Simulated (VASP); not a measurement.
Input of a VASP 6.6.1 run:

File INCAR:

```
SYSTEM = LaP
PREC     = Accurate       ! precision mode
ENCUT    = 520            ! plane-wave cutoff, eV
EDIFF    = 1E-6           ! SCF threshold, eV
ISMEAR   = -1             ! smearing method
SIGMA    = 0.03           ! smearing width, eV
LREAL    = .FALSE.        ! projectors in reciprocal space
LASPH    = .TRUE.         ! aspherical terms in the spheres
NELM     = 100            ! most SCF steps
ALGO     = Normal         ! electronic algorithm
ISIF     = 2              ! what is computed and relaxed
LWAVE    = .FALSE.        ! write WAVECAR
LCHARG   = .TRUE.         ! write CHGCAR
LELF     = .TRUE.         ! ELF
LVHAR    = .TRUE.       
NBANDS   = 15             ! bands
```

The input KPOINTS:

```
regular mesh
0
G
  10 10 10
  0 0 0
```

Contents of POSCAR:

```
LaP
1.0
   -0.0301250000      2.9974375000      2.9974375000
    2.9974375000     -0.0301250000      2.9974375000
    2.9974375000      2.9974375000     -0.0301250000
La P
1 1
Direct
    0.0000000000      0.0000000000      0.0000000000
    0.5000000000      0.5000000000      0.5000000000
```

Potentials or basis: VASP PAW LDA potentials, release 64 (La, P).

The run is started by

```bash
$ cat potpaw_LDA.64/La/POTCAR potpaw_LDA.64/P/POTCAR > POTCAR
$ mpirun -np 1 vasp_std > vasp.out
```

Question: Predict the band gap on the k mesh.

Answer: Zero (bands 8 and 9 overlap by 0.21 eV).

Question: Predict the pressure.

Answer: -3.3 GPa.

Stress tensor (GPa, compression positive):
```
-3.26  0.33  0.33
 0.33 -3.26  0.33
 0.33  0.33 -3.26
```

Caveat: the cell differs from its parent crystal (equal xy, yz and zx shear strains of -1 %); the cell stands under tension; spin-orbit coupling is left out, which moves the levels of the heavy elements.
